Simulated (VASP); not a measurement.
Pt, 1 atom in the cell. Symmetry: I4/mmm, No. 139, tetragonal system. Conventional cell: a = 2.700 Å, b = 2.700 Å, c = 3.916 Å, α = 90.00°, β = 90.00°, γ = 90.00°. Within 3.6 Å of Pt (site symmetry 4/mmm) lie 12 Pt at 2.70 to 2.73 Å.  This cell differs from its parent crystal: strain -0.025 along x and y, +0.000 along z.

* Program: VASP 6.6.1
* Task: single point
* Functional: PBE
* Potentials or basis: VASP PAW PBE potentials, release 64 (Pt)
* Cutoff: 520 eV
* k mesh: 20 × 20 × 20
* Occupations: gaussian, width 0.15 eV
* Spin: no spin polarisation
* Dipole correction: no
* Further INCAR settings: ALGO = Normal; EDIFF = 1e-06; NBANDS = 11

Potentials or basis: VASP PAW PBE potentials, release 64 (Pt).

Launch:

```sh
$ cat potpaw_PBE.64/Pt/POTCAR > POTCAR
$ mpirun -np 1 vasp_std > vasp.out
```

Hardware: 1 thread of AMD EPYC 7R13 (shared host).

Task: Estimate the wall time of this run.

Result: It took 2.8 min on 1 thread of AMD EPYC 7R13 (shared host), peak memory 0.18 GiB. Counts: scf iterations 11, k points 641.
